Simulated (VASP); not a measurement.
# Tl: relaxation of cell and atoms with PBE

The system is Tl.

```
Tl
1.0
     2.15891   -2.26673    0.00000
     2.15891    2.26673    0.00000
     0.00000    0.00000    2.81036
Tl
1
Direct
  0.50000 0.50000 0.00000
```

```json
{
  "Program": "VASP 6.6.1",
  "Task": "relaxation of cell and atoms",
  "Functional": "PBE",
  "Potentials or basis": "VASP PAW PBE potentials, release 64 (Tl_d)",
  "Cutoff": "600 eV",
  "k mesh": "6 × 6 × 6",
  "Occupations": "gaussian, width 0.1 eV",
  "Spin": "no spin polarisation",
  "Dipole correction": "no",
  "Further INCAR settings": "ALGO = Fast; EDIFF = 1e-06; IBRION = 2; EDIFFG = -0.04; NSW = 90; ISIF = 3"
}
```

```
Relaxed volume                         : 33.52 Å³/atom
Relaxed cell                           : a = 3.462 Å, b = 3.462 Å, c = 3.050 Å, α = 90.00°, β = 90.00°, γ = 113.51°
Space group after relaxing (to 0.05 Å) : Cmmm (No. 65)
Energy gained by relaxing              : 239.0 meV/atom
Ionic steps                            : 23
Pressure after relaxing                : 0.1 GPa
```

Stress tensor (GPa, compression positive):
```
0.03 0.00 0.00
0.00 0.13 0.00
0.00 0.00 0.03
```

The path:
| step | energy change (eV) | largest force (eV/Å) | pressure (GPa) | volume (Å³) |
| --- | --- | --- | --- | --- |
| 1 | 0.0000 | 0.0000 | 10.37 | 27.51 |
| 2 | -0.1867 | 0.0000 | -0.40 | 35.16 |
| 3 | -0.1882 | 0.0000 | 0.31 | 34.06 |
| 4 | -0.1883 | 0.0000 | 0.12 | 34.30 |
| 5 | -0.1920 | 0.0000 | -0.06 | 34.52 |
| 6 | -0.1998 | 0.0000 | -0.30 | 35.15 |
| 7 | -0.1979 | 0.0000 | -0.35 | 36.28 |
| 8 | -0.2031 | 0.0000 | -0.37 | 35.53 |
| 9 | -0.2035 | 0.0000 | -0.39 | 35.88 |
| 10 | -0.2037 | 0.0000 | -0.39 | 35.73 |
| 11 | -0.2085 | 0.0000 | -0.19 | 35.27 |
| 12 | -0.2117 | 0.0000 | 0.03 | 34.79 |
| 13 | -0.2226 | 0.0000 | 0.47 | 33.79 |
| 14 | -0.2252 | 0.0000 | 2.01 | 31.58 |
| 15 | -0.2296 | 0.0000 | 1.03 | 32.79 |
| 16 | -0.2303 | 0.0000 | 1.49 | 32.19 |
| 17 | -0.2307 | 0.0000 | 1.30 | 32.41 |
| 18 | -0.2322 | 0.0000 | 1.26 | 32.39 |
| 19 | -0.2335 | 0.0000 | 1.18 | 32.32 |
| 20 | -0.2348 | 0.0000 | 0.98 | 32.48 |
| 21 | -0.2374 | 0.0000 | 0.59 | 32.89 |
| 22 | -0.2389 | 0.0000 | -0.14 | 33.73 |
| 23 | -0.2390 | 0.0000 | 0.06 | 33.52 |

Final structure:
```
Tl
1.0
     1.89790   -2.89548    0.00000
     1.89790    2.89548    0.00000
     0.00000    0.00000    3.05002
Tl
1
Direct
  0.50000 0.50000 0.00000
```

Levels at points of the mesh, in eV from the Fermi level:
| k point | band 3 | band 4 | band 5 | band 6 | band 7 | band 8 | band 9 | band 10 |
| --- | --- | --- | --- | --- | --- | --- | --- | --- |
| (0.00, 0.00, 0.00) | -11.50 | -11.20 | -11.17 | -9.31 | 6.28 | 7.14 | 8.34 | 9.91 |
| (0.50, 0.00, 0.00) | -11.33 | -11.29 | -11.20 | -6.43 | -2.68 | 4.81 | 8.55 | 11.16 |
| (0.50, 0.50, 0.00) | -11.34 | -11.25 | -11.21 | -5.55 | -2.33 | 2.59 | 6.33 | 12.13 |
| (0.00, 0.00, 0.50) | -11.60 | -11.47 | -11.34 | -5.57 | -2.71 | 9.72 | 10.55 | 11.46 |
| (0.50, 0.00, 0.50) | -11.65 | -11.25 | -10.91 | -2.97 | -0.33 | 0.30 | 4.94 | 8.01 |
| (0.50, 0.50, 0.50) | -11.66 | -11.17 | -10.87 | -2.08 | 0.40 | 0.61 | 5.54 | 5.64 |

Run time: 110 s on 1 thread of Intel(R) Xeon(R) 6975P-C (Granite Rapids), with other jobs on the host, peak memory 0.17 GiB.

Caveat: the k points lie up to 0.34 Å⁻¹ apart in the final cell; the volume moved by over 15 % at a fixed basis, so the end points are rough; spin-orbit coupling is left out, which moves the levels of the heavy elements.
